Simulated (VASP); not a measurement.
Wanted: the native input for a VASP 6.6.1 run.

```yaml
Task: single point
Functional: PBE
Potentials_or_basis: VASP PAW PBE potentials, release 64 (Ga_d, Sb)
Cutoff: 520 eV
k_mesh: 14 × 14 × 14
Occupations: gaussian, width 0.1 eV
Spin: no spin polarisation
Dipole_correction: no
Further_INCAR_settings: ALGO = Fast; EDIFF = 1e-06; NBANDS = 30
```

The structure of Ga3Sb lies in POSCAR:

```
Ga3Sb
1.0
   -2.3304941829      2.3304941829      4.3030974278
    2.3304941829     -2.3304941829      4.3030974278
    2.3304941829      2.3304941829     -4.3030974278
Ga Sb
3 1
Direct
    0.7500000000      0.2500000000      0.5000000000
    0.2500000000      0.7500000000      0.5000000000
    0.5000000000      0.5000000000      0.0000000000
    0.0000000000      0.0000000000      0.0000000000
```

These files were run (other wordings do the same):

INCAR

```
SYSTEM = Ga3Sb
ALGO = Fast
EDIFF = 1E-6
ENCUT = 520
GGA = PE
ISIF = 2
ISMEAR = 0
LASPH = .TRUE.
LCHARG = .TRUE.
LELF = .TRUE.
LREAL = .FALSE.
LVHAR = .TRUE.
LWAVE = .FALSE.
NBANDS = 30
NELM = 60
PREC = Accurate
SIGMA = 0.1
```

KPOINTS

```
k-points
0
G
  14 14 14
  0 0 0
```

Potentials or basis: VASP PAW PBE potentials, release 64 (Ga_d, Sb).

Command:

```bash
$ cat potpaw_PBE.64/Ga_d/POTCAR potpaw_PBE.64/Sb/POTCAR > POTCAR
$ mpirun -np 1 vasp_std > vasp.out
```

Results of the run:

```
Pressure               : -2.3 GPa
Band gap on the k mesh : zero (bands 22 and 23 overlap by 4.01 eV)
```

Caveat: spin-orbit coupling is left out, which moves the levels of the heavy elements.

Wall time 22 min on 1 thread of Intel Xeon 8259CL, on a shared host, peak memory 0.68 GiB.
